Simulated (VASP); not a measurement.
Wanted: the native input for a VASP 6.6.1 run.

| Quantity | Value |
| --- | --- |
| Task | relaxation of cell and atoms |
| Functional | PBE |
| Potentials or basis | VASP PAW PBE potentials, release 64 (Sn_d, Te) |
| Cutoff | 600 eV |
| k mesh | 4 × 4 × 4 |
| Occupations | gaussian, width 0.1 eV |
| Spin | no spin polarisation |
| Dipole correction | no |
| Further INCAR settings | ALGO = Normal; EDIFF = 1e-06; IBRION = 2; EDIFFG = -0.025; NSW = 80; ISIF = 3 |

The structure of SnTe lies in POSCAR:

```
SnTe
1.0
   -0.0322692012     -4.4895122377      0.0732538373
    2.2906087927     -2.1766401083     -3.2552402583
    6.7202323411     -2.2483337271      3.1989411674
Sn Te
2 2
Direct
    0.3411775121      0.9537231451      0.3552307888
    0.8654801432      0.4333134223      0.8391564671
    0.0709261040      0.7287964976      0.1116337070
    0.5974162407      0.2591669349      0.5689790370
```

These files were run (other wordings do the same):

INCAR

```
PREC     = Accurate       # precision mode
ENCUT    = 600            # plane-wave cutoff, eV
EDIFF    = 1E-6           # SCF threshold, eV
ISMEAR   = 0              # smearing method
SIGMA    = 0.1            # smearing width, eV
LREAL    = F              # projectors in reciprocal space
LASPH    = T              # aspherical terms in the spheres
NELM     = 100            # most SCF steps
ALGO     = Normal         # electronic algorithm
ISIF     = 3              # what is computed and relaxed
LWAVE    = F              # write WAVECAR
LCHARG   = F              # write CHGCAR
GGA      = PE             # functional
IBRION   = 2              # ionic algorithm
NSW      = 80             # ionic steps
EDIFFG   = -0.025         # ionic threshold
```

KPOINTS

```
regular mesh
0
Gamma
  4 4 4
```

Potentials or basis: VASP PAW PBE potentials, release 64 (Sn_d, Te).

Run with:

```console
$ cat potpaw_PBE.64/Sn_d/POTCAR potpaw_PBE.64/Te/POTCAR > POTCAR
$ mpirun -np 1 vasp_std > vasp.out
```

It gave:

| Quantity | Value |
| --- | --- |
| Relaxed volume | 33.66 Å³/atom |
| Relaxed cell | a = 4.524 Å, b = 4.528 Å, c = 8.023 Å, α = 73.64°, β = 73.66°, γ = 60.05° |
| Space group after relaxing (to 0.05 Å) | R3m (No. 160) |
| Energy gained by relaxing | 48.1 meV/atom |
| Ionic steps | 41 |
| Pressure after relaxing | 0.0 GPa |
| Largest force after relaxing | 0.023 eV/Å |
| Band gap on the k mesh | 0.37 eV, indirect (the least direct gap lies 2.3 meV higher) |

Caveat: spin-orbit coupling is left out, which moves the levels of the heavy elements.

Run time: 32 min on 1 thread of Intel(R) Xeon(R) 6975P-C (Granite Rapids) (shared host), peak memory 0.39 GiB.
